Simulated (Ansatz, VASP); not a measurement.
## Two plane-wave programs on GaAs

```
Ga As
1.0
     0.00000    2.88455    2.88455
     2.88455    0.00000    2.88455
     2.88455    2.88455    0.00000
Ga As
1 1
Direct
  0.00000 0.00000 0.00000
  0.25000 0.25000 0.25000
```

Alike in both runs: task single point; functional HSE06; k mesh 4 × 4 × 4; occupations fermi-dirac, width 0.05 eV; no spin polarisation.

```csv
,VASP,Ansatz
version,VASP 6.6.1,Ansatz 0.2.0 development build
potentials or method,"VASP PAW PBE potentials, release 64 (Ga_d, As)","plane waves, PAW datasets (generated hard set"
plane-wave cutoff (eV),520,700
valence electrons in the cell,18,36
```

Ansatz gave:

| Quantity | Value |
| --- | --- |
| gap on the k mesh at the Fermi level (eV) | 0.97 |

Question: Which values does VASP return?

Answer: gap on the k mesh at the Fermi level (eV): 0.96.

With one functional, cell and mesh, what is left measures potentials, basis and numerics. VASP's potentials hold 18 valence electrons a cell and Ansatz's 36, so a difference there can come from the potentials and not from the codes.

The k mesh is coarse, so the values compare programs but aren't converged.
